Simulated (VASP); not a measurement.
# Be2N (R-3m) in VASP: notebook

The runs below take Be2N through relaxation of cell and atoms, single point, with PBE.

Everything below comes from runs of VASP 6.6.1. Logs are shortened: lines on timing, memory, paths and dates and some standing lists are left out, and cuts for length are marked.

## 1. The cell of the first run

Symmetry: R-3m, No. 166, trigonal system. Conventional cell: a = 4.100 Å, b = 4.100 Å, c = 5.520 Å, α = 90.00°, β = 90.00°, γ = 120.00°. Be (site symmetry 3m) has 1 N at 1.48 Å within 2.0 Å. N (site symmetry -3m) has 2 Be at 1.48 Å within 2.0 Å.

## 2. Relaxation of cell and atoms, PBE

Input file INCAR:

```
SYSTEM = Be2N
ALGO = Normal ; EDIFF = 1E-6
EDIFFG = -0.04 ; ENCUT = 600
GGA = PE ; IBRION = 2
ISIF = 3 ; ISMEAR = 0
LASPH = .TRUE. ; LCHARG = .FALSE.
LREAL = .FALSE. ; LWAVE = .FALSE.
NELM = 100 ; NSW = 90
PREC = Accurate ; SIGMA = 0.1
```

Input file KPOINTS:

```
k-points
0
G
  6 6 6
  0 0 0
```

Input file POSCAR:

```
Be2N
1.0
    2.0502227000      1.1836966300      1.8399086200
   -2.0502227000      1.1836966300      1.8399086200
    0.0000000000     -2.3673932600      1.8399086200
Be N
2 1
Direct
    0.7688968700      0.7688968700      0.7688968700
    0.2311031300      0.2311031300      0.2311031300
    0.5000000000      0.5000000000      0.5000000000
```

Potentials or basis: VASP PAW PBE potentials, release 64 (Be, N).

Started as:

```sh
$ cat potpaw_PBE.64/Be/POTCAR potpaw_PBE.64/N/POTCAR > POTCAR
$ mpirun -np 1 vasp_std > vasp.out
```

OUTCAR:

```text
SYSTEM = Be2N
   EDIFF = 1E-6
   EDIFFG = -0.04
   ENCUT = 600
   GGA = PE
   IBRION = 2
   ISIF = 3
   ISMEAR = 0
   LASPH = .TRUE.
   LREAL = .FALSE.
   NELM = 100
   NSW = 90
   PREC = Accurate

 ion  position               nearest neighbor table
   1  0.769  0.769  0.769-   3 1.48
   2  0.231  0.231  0.231-   3 1.48
   3  0.500  0.500  0.500-   1 1.48   2 1.48

  LATTYP: Found a trigonal (rhomboedric) cell.
 ALAT       =     2.9983019490
 COS(alpha) =     0.0648498700

  Lattice vectors:

 A1 = (   2.0502227000,   1.1836966300,   1.8399086200)
 A2 = (  -2.0502227000,   1.1836966300,   1.8399086200)
 A3 = (   0.0000000000,  -2.3673932600,   1.8399086200)

Analysis of symmetry for initial positions (statically):
=====================================================================
 Subroutine PRICEL returns:
 Original cell was already a primitive cell.

 Routine SETGRP: Setting up the symmetry group for a
 trigonal (rhombohedral) supercell.

 Subroutine GETGRP returns: Found 12 space group operations
 (whereof 12 operations were pure point group operations)
 out of a pool of 12 trial point group operations.

The static configuration has the point symmetry D_3d.

Analysis of symmetry for dynamics (positions and initial velocities):
=====================================================================
 Subroutine PRICEL returns:
 Original cell was already a primitive cell.

 Routine SETGRP: Setting up the symmetry group for a
 trigonal (rhombohedral) supercell.

 Subroutine GETGRP returns: Found 12 space group operations
 (whereof 12 operations were pure point group operations)
 out of a pool of 12 trial point group operations.

The dynamic configuration has the point symmetry D_3d.

 Subroutine INISYM returns: Found 12 space group operations
 (whereof 12 operations are pure point group operations),
 and found     1 'primitive' translations

----------------------------------------------------------------------------------------

                                     Primitive cell

  volume of cell :      26.7910

  direct lattice vectors                    reciprocal lattice vectors
     2.050222700  1.183696630  1.839908620     0.243875946  0.140801843  0.181168418
    -2.050222700  1.183696630  1.839908620    -0.243875946  0.140801843  0.181168418
     0.000000000 -2.367393260  1.839908620     0.000000000 -0.281603685  0.181168418

  length of vectors
     2.998301946  2.998301946  2.998301949     0.334847176  0.334847176  0.334847176

  position of ions in fractional coordinates (direct lattice)
     0.768896870  0.768896870  0.768896870
     0.231103130  0.231103130  0.231103130
     0.500000000  0.500000000  0.500000000

  ion indices of the primitive-cell ions
   primitive index   ion index
                 1           1
                 2           2
                 3           3

----------------------------------------------------------------------------------------

 KPOINTS: k-points

Automatic generation of k-mesh.
 Grid dimensions read from file:
 generate k-points for:    6    6    6

 Generating k-lattice:

  Cartesian coordinates                     Fractional coordinates (reciprocal lattice)
     0.040645991  0.023466974  0.030194736     0.166666667 -0.000000000  0.000000000
    -0.040645991  0.023466974  0.030194736    -0.000000000  0.166666667  0.000000000
     0.000000000 -0.046933948  0.030194736     0.000000000  0.000000000  0.166666667

  Length of vectors
     0.055807863  0.055807863  0.055807863

  Shift w.r.t. Gamma in fractional coordinates (k-lattice)
     0.000000000  0.000000000  0.000000000

 Subroutine IBZKPT returns following result:
 ===========================================

 Found     32 irreducible k-points:

 Following reciprocal coordinates:
            Coordinates               Weight
  0.000000  0.000000  0.000000      1.000000
  0.166667  0.000000 -0.000000      6.000000
  0.333333 -0.000000 -0.000000      6.000000
  0.500000 -0.000000  0.000000      3.000000
  0.166667  0.166667 -0.000000      6.000000
  0.333333  0.166667  0.000000     12.000000
[... 16 lines left out ...]
  0.500000  0.500000  0.166667      6.000000
 -0.333333  0.500000  0.166667     12.000000
 [... further k-points ...]
   k-points           NKPTS =     32   k-points in BZ     NKDIM =     32   number of bands    NBANDS=      8
   number of dos      NEDOS =    301   number of ions     NIONS =      3
   total plane-waves  NPLWV =  13824
   dimension x,y,z NGX =    24 NGY =   24 NGZ =   24
   dimension x,y,z NGXF=    48 NGYF=   48 NGZF=   48
   ions per type =               2   1
   NGX,Y,Z   is equivalent  to a cutoff of  13.31, 13.31, 13.31 a.u.
   NGXF,Y,Z  is equivalent  to a cutoff of  26.61, 26.61, 26.61 a.u.
 SYSTEM =  Be2N
   PREC   = accura    normal or accurate (medium, high low for compatibility)
   ISTART =      0    job   : 0-new  1-cont  2-samecut
   ICHARG =      2    charge: 1-file 2-atom 10-const
   ISPIN  =      1    spin polarized calculation?
   LNONCOLLINEAR =      F non collinear calculations
   LSORBIT =      F    spin-orbit coupling
   LASPH  =      T    aspherical Exc in radial PAW
   ENCUT  =  600.0 eV  44.10 Ry    6.64 a.u.   5.99  5.99  5.99*2*pi/ulx,y,z
   NELM   =    100;   NELMIN=  2; NELMDL= -5     # of ELM steps
   EDIFF  = 0.1E-05   stopping-criterion for ELM
   LREAL  =      F    real-space projection
   EDIFFG = -.4E-01   stopping-criterion for IOM
   NSW    =     90    number of steps for IOM
   IBRION =      2    ionic relax: 0-MD 1-quasi-New 2-CG
   NFREE  =      1    steps in history (QN), initial steepest desc. (CG)
   ISIF   =      3    stress and relaxation
   ISYM   =      2    0-nonsym 1-usesym 2-fastsym
   POTIM  = 0.5000    time-step for ionic-motion
   TEBEG  =    0.0;   TEEND  =   0.0 temperature during run
   PSTRESS=    0.0 pullay stress
   NELECT =       9.0000    total number of electrons
   NUPDOWN=      -1.0000    fix difference up-down
   EMIN   =  10.00;   EMAX   =-10.00  energy-range for DOS
   EFERMI =   0.00;   METHOD = LEGACY
   ISMEAR =     0;   SIGMA  =   0.10  broadening in eV -4-tet -1-fermi 0-gaus
   EFERMI_NEDOS =   21; number of points for ismear=-14 and -15
   IALGO  =     38    algorithm
   IMIX   =      4    mixing-type and parameters
     AMIX     =   0.40;   BMIX     =  1.00
     AMIX_MAG =   1.60;   BMIX_MAG =  1.00
  volume/ion in A,a.u.               =       8.93        60.26
  Fermi-wavevector in a.u.,A,eV,Ry     =   1.138045  2.150593 17.621530  1.295146
  Thomas-Fermi vector in A             =   2.274749
   LORBIT       =      0    0 simple, 1 ext, 2 COOP (PROOUT), +10 PAW based schemes
   GGA     = PE    functional components
   LHFCALC =     F    Hartree Fock is set to
   AEXX    =    0.0000 exact exchange contribution
   IVDW    =     0    specifies the selected vdW correction
   LEPSILON=     F    determine dielectric tensor
   LRPA    =     F    only Hartree local field effects (RPA)
 conjugate gradient relaxation of ions
 non-spin polarized calculation
 Gauss-broadening in eV      SIGMA  =   0.10
  energy-cutoff  :      600.00
  volume of cell :       26.79
 maximum number of plane-waves:       920
   NGX = 11   NGY = 11   NGZ = 11

--------------------------------------- Ionic step        1  -------------------------------------------

 number of electron       9.0000001 magnetization

 Free energy of the ion-electron system (eV)
  ---------------------------------------------------
  ext. energy  EPLUGINS =         0.00000000
  ---------------------------------------------------
  free energy    TOTEN  =       -14.83959312 eV

  energy without entropy =      -14.83308651  energy(sigma->0) =      -14.83633982

------------------------ aborting loop because EDIFF is reached ----------------------------------------

  FORCE on cell =-STRESS in cart. coord.  units (eV):
  Direction    XX          YY          ZZ          XY          YZ          ZX
  --------------------------------------------------------------------------------------
  -------------------------------------------------------------------------------------
  Total       -1.8894117     -1.8894117      5.5868100      0.0000000      0.0000000      0.0000000
  in kB     -112.9921366   -112.9921370    334.1069687      0.0000000      0.0000000      0.0000000
  external PRESSURE =      36.0408984 kB  Pullay stress =       0.0000000 kB
[... 92 lines left out ...]
  FREE ENERGIE OF THE ION-ELECTRON SYSTEM (eV)
  ---------------------------------------------------
  free  energy   TOTEN  =       -15.0544819602 eV

  energy  without entropy=      -15.0494037807  energy(sigma->0) =      -15.05194287

 E-fermi :  11.6743     XC(G=0): -12.1322

 val. band max:       11.6739035251   @ k =   0.3333   0.1667   0.0000
 cond. band min:      11.9112215384   @ k =  -0.1667   0.3333   0.1667
 fundamental gap:      0.2373180133
 Fermi energy:        11.6742699392

 k-point     1 :       0.0000    0.0000    0.0000
  band No.  band energies     occupation
      1      -9.7238      2.00000
      2       6.0214      2.00000
      3       6.0214      2.00000
      4       7.1418      2.00000
      5      10.1170      2.00000
      6      12.0780      0.00000
      7      12.0780      0.00000
      8      20.8427      0.00000
[... 243 lines left out ...]
 k-point    24 :      -0.3333    0.5000    0.1667
  band No.  band energies     occupation
      1      -6.7376      2.00000
      2       0.8269      2.00000
      3       1.4182      2.00000
      4       3.1247      2.00000
      5      10.6523      2.00000
      6      15.6783      0.00000
      7      18.7188      0.00000
      8      19.5626      0.00000

 [... further k-points ...]

[... ionic steps 4 to 15 ...]

--------------------------------------- Ionic step       16  -------------------------------------------

 number of electron       8.9999999 magnetization

------------------------ aborting loop because EDIFF is reached ----------------------------------------
[... 69 lines left out ...]
--------------------------------------- Ionic step       18  -------------------------------------------

 number of electron       8.9999999 magnetization

 Free energy of the ion-electron system (eV)
  ---------------------------------------------------
  ext. energy  EPLUGINS =         0.00000000
  ---------------------------------------------------
  free energy    TOTEN  =       -15.66798191 eV

  energy without entropy =      -15.66237849  energy(sigma->0) =      -15.66518020

 E-fermi :   8.8783     XC(G=0): -11.1659

 val. band max:        8.8607474704   @ k =   0.3333   0.1667   0.0000
 cond. band min:       8.9132112707   @ k =  -0.1667   0.1667   0.1667
 fundamental gap:      0.0524638003
 Fermi energy:         8.8782732515

 k-point     1 :       0.0000    0.0000    0.0000
  band No.  band energies     occupation
      1     -10.4747      2.00000
      2       4.0177      2.00000
      3       4.3117      2.00000
      4       4.3117      2.00000
      5       6.3577      2.00000
      6       9.6838      0.00000
      7       9.6838      0.00000
      8      16.6575      0.00000
[... 243 lines left out ...]
 k-point    24 :      -0.3333    0.5000    0.1667
  band No.  band energies     occupation
      1      -8.3243      2.00000
      2      -0.3616      2.00000
      3       0.1850      2.00000
      4       1.4228      2.00000
      5       8.3310      2.00000
      6      12.6108      0.00000
      7      14.5925      0.00000
      8      15.2801      0.00000

 [... further k-points ...]
[... 5 lines left out ...]
  --------------------------------------------------------------------------------------
  -------------------------------------------------------------------------------------
  Total       -0.0171763     -0.0171763     -0.0653681      0.0000000      0.0000000      0.0000000
  in kB       -1.2358179     -1.2358179     -4.7031639      0.0000000      0.0000000      0.0000000
  external PRESSURE =      -2.3915999 kB  Pullay stress =       0.0000000 kB
[... 18 lines left out ...]
  FREE ENERGIE OF THE ION-ELECTRON SYSTEM (eV)
  ---------------------------------------------------
  free  energy   TOTEN  =       -15.6679819078 eV

  energy  without entropy=      -15.6623784938  energy(sigma->0) =      -15.66518020

 reached required accuracy - stopping structural energy minimisation
```

Wall time 35 s (1 thread of Intel Xeon 6975P-C (Granite Rapids), shared host); peak memory 0.13 GiB.

Results:

```yaml
Free_energy: -15.6680 eV
Relaxed_volume: 7.42 Å³/atom
Relaxed_cell: a = 2.950 Å, b = 2.950 Å, c = 2.950 Å, α = 71.07°, β = 71.07°, γ = 71.07°
Space_group_after_relaxing_to_0.05_Å: R-3m (No. 166)
Energy_gained_by_relaxing: 276.1 meV/atom
Ionic_steps: 18
Pressure_after_relaxing: -0.2 GPa
Largest_force_after_relaxing: 0.014 eV/Å
```

Forces on the atoms (eV/Å):
```
Be   0.000  0.000  0.014
Be   0.000  0.000 -0.014
N    0.000  0.000  0.000
```

Step by step:
```csv
step,energy change (eV),largest force (eV/Å),pressure (GPa),volume (Å³)
1,0.0000,1.7747,3.60,26.79
2,-0.1055,1.5024,-20.35,27.45
3,-0.2149,0.5243,-12.36,27.17
4,-0.4283,0.6382,-8.80,24.94
5,-0.5885,0.7673,-1.14,22.46
6,-0.1669,1.4162,39.62,17.80
7,-0.6052,0.8318,2.18,21.78
8,-0.6067,0.8666,4.01,21.46
9,-0.7117,0.6046,5.42,21.29
10,-0.7916,0.1187,9.90,20.91
11,-0.7818,0.1245,-6.67,22.98
12,-0.8208,0.0153,1.42,21.85
13,-0.8208,0.0133,1.57,21.83
14,-0.8274,0.0405,0.68,22.09
15,-0.8281,0.0708,0.31,22.22
16,-0.8281,0.0688,0.33,22.21
17,-0.8282,0.0323,-0.75,22.32
18,-0.8284,0.0143,-0.24,22.27
```

Final structure:
```
Be N
1.0
     1.71452    0.98988    2.18681
    -1.71452    0.98988    2.18681
     0.00000   -1.97976    2.18681
Be N
2 1
Direct
  0.75387 0.75387 0.75387
  0.24613 0.24613 0.24613
  0.50000 0.50000 0.50000
```

Levels at points of the mesh, in eV from the Fermi level:
```csv
k point,band 3,band 4,band 5,band 6,band 7,band 8
"(0.00, 0.00, 0.00)",-4.57,-4.57,-2.52,0.81,0.81,7.78
"(0.50, 0.00, 0.00)",-5.71,-4.93,0.85,3.11,3.67,6.49
"(0.50, 0.50, 0.00)",-8.54,-6.36,-2.67,4.35,5.76,6.68
"(0.50, 0.50, 0.50)",-6.62,-6.62,0.24,0.95,0.95,4.32
```

Caveat: the volume moved by over 15 % at a fixed basis, so the end points are rough.

## 3. Single point, PBE

Input file INCAR:

```
SYSTEM = Be2N
PREC = Accurate ; ENCUT = 600
EDIFF = 1E-6 ; ISMEAR = 0
SIGMA = 0.1 ; LREAL = .FALSE.
LASPH = .TRUE. ; NELM = 120
ALGO = Normal ; ISIF = 2
LWAVE = .FALSE. ; LCHARG = .TRUE.
GGA = PE ; LELF = .TRUE.
LVHAR = .TRUE. ; NBANDS = 12
GGA_COMPAT = .FALSE.
```

Input file KPOINTS:

```
regular mesh
0
G
  6 6 6
  0 0 0
```

POSCAR is that of step 2.

Potentials or basis: VASP PAW PBE potentials, release 64 (Be, N).

Started as:

```sh
$ cat potpaw_PBE.64/Be/POTCAR potpaw_PBE.64/N/POTCAR > POTCAR
$ mpirun -np 1 vasp_std > vasp.out
```

Run time: 17 s. Hardware: 1 thread of AMD EPYC 7R43 (Zen 3), shared host; peak memory 0.1 GiB.

The run converged. Its results:

- Free energy: -14.8396 eV
- Pressure: 3.6 GPa
- Largest force: 1.775 eV/Å

Forces on the atoms (eV/Å):
```
Be   0.000  0.000  1.775
Be   0.000  0.000 -1.775
N    0.000  0.000  0.000
```

Stress tensor (GPa, compression positive):
```
-11.33   0.00   0.00
  0.00 -11.33   0.00
  0.00   0.00  33.38
```

Levels at points of the mesh, in eV from the Fermi level:
| k point | band 1 | band 2 | band 3 | band 4 | band 5 | band 6 | band 7 | band 8 | band 9 | band 10 |
| --- | --- | --- | --- | --- | --- | --- | --- | --- | --- | --- |
| (0.00, 0.00, 0.00) | -16.44 | -4.11 | -3.43 | -2.07 | -2.07 | 2.44 | 2.44 | 11.64 | 11.80 | 11.80 |
| (0.50, 0.00, 0.00) | -15.54 | -8.05 | -4.05 | -1.50 | 1.04 | 2.08 | 5.95 | 6.30 | 10.38 | 11.27 |
| (0.50, 0.50, 0.00) | -14.79 | -6.72 | -6.56 | -2.32 | -2.02 | 4.74 | 6.10 | 6.41 | 10.17 | 10.53 |
| (0.50, 0.50, 0.50) | -14.11 | -6.90 | -4.83 | -4.83 | 0.68 | 0.68 | 2.45 | 2.49 | 11.81 | 11.81 |

Caveat: forces of over 1 eV/Å act on the atoms, so gaps and moduli don't describe the material at rest.
